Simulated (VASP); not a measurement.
**Cd: single point with PBEsol**

Crystal: Cd.

```
Cd
1.0
     2.97208    0.00000    0.00000
    -1.48604    2.57390    0.00000
     0.00000    0.00000    5.45968
Cd
2
Direct
  0.33333 0.66667 0.25000
  0.66667 0.33333 0.75000
```

```yaml
Program: VASP 6.6.1
Task: single point
Functional: PBEsol
Potentials_or_basis: VASP PAW PBE potentials, release 64 (Cd)
Cutoff: 520 eV
k_mesh: 12 × 12 × 6
Occupations: fermi-dirac, width 0.05 eV
Spin: no spin polarisation
```

| Item | Value |
| --- | --- |
| Pressure | 0.5 GPa |
| Band gap on the k mesh | zero (bands 12 and 13 overlap by 3.86 eV) |

Stress tensor (GPa, compression positive):
```
-0.71  0.00  0.00
 0.00 -0.71  0.00
 0.00  0.00  2.99
```

Levels at points of the mesh, in eV from the Fermi level:
```csv
k point,band 9,band 10,band 11,band 12,band 13,band 14,band 15,band 16
"(0.00, 0.00, 0.00)",-8.82,-8.51,-8.51,-3.21,-2.80,11.37,14.27,14.68
"(0.50, 0.00, 0.00)",-8.27,-8.24,-2.62,-2.07,2.08,2.97,3.37,5.31
"(0.00, 0.00, 0.50)",-8.64,-8.64,-7.62,-7.62,4.15,4.15,14.61,14.61
"(0.50, 0.00, 0.50)",-8.26,-8.26,-1.77,-1.77,-0.02,-0.02,8.44,8.44
```

Run time: 60 s on 1 thread of Intel Xeon 8259CL, with other jobs on the host, peak memory 0.19 GiB.

Caveat: the PAW data sets were made with another functional, which shifts forces and pressure a little.
